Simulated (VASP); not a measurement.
Crystal: Si.

```
Si
1.0
     0.00000    1.95811    1.95811
     1.95811    0.00000    1.95811
     1.95811    1.95811    0.00000
Si
1
Direct
  0.00000 0.00000 0.00000
```

| Item | Value |
| --- | --- |
| Program | VASP 6.6.1 |
| Task | relaxation of cell and atoms |
| Functional | PBEsol |
| Potentials or basis | VASP PAW PBE potentials, release 64 (Si) |
| Cutoff | 600 eV |
| k mesh | 14 × 14 × 14 |
| Occupations | fermi-dirac, width 0.1 eV |
| Spin | no spin polarisation |

At the start: pressure -5.3 GPa; volume 15.02 Å³/atom.

**Question.** How do energy, volume and symmetry change on relaxing?

**Answer.** Over 3 steps the energy falls by 16.9 meV/atom and the volume is 14.04 Å³/atom (-6.5 %); space group Fm-3m (No. 225, to 0.05 Å).

Step by step:
| step | energy change (eV) | largest force (eV/Å) | pressure (GPa) | volume (Å³) |
| --- | --- | --- | --- | --- |
| 1 | 0.0000 | 0.0000 | -5.28 | 15.02 |
| 2 | -0.0168 | 0.0000 | 0.51 | 13.97 |
| 3 | -0.0169 | 0.0000 | 0.01 | 14.04 |

Final structure:
```yaml
crystal:
  lattice:
    - [0.00000, 1.91491, 1.91491]
    - [1.91491, 0.00000, 1.91491]
    - [1.91491, 1.91491, 0.00000]
  atoms:
    - { symbol: Si, position: [0.00000, 0.00000, 0.00000] }
```

Caveat: the PAW data sets were made with another functional, which shifts forces and pressure a little.
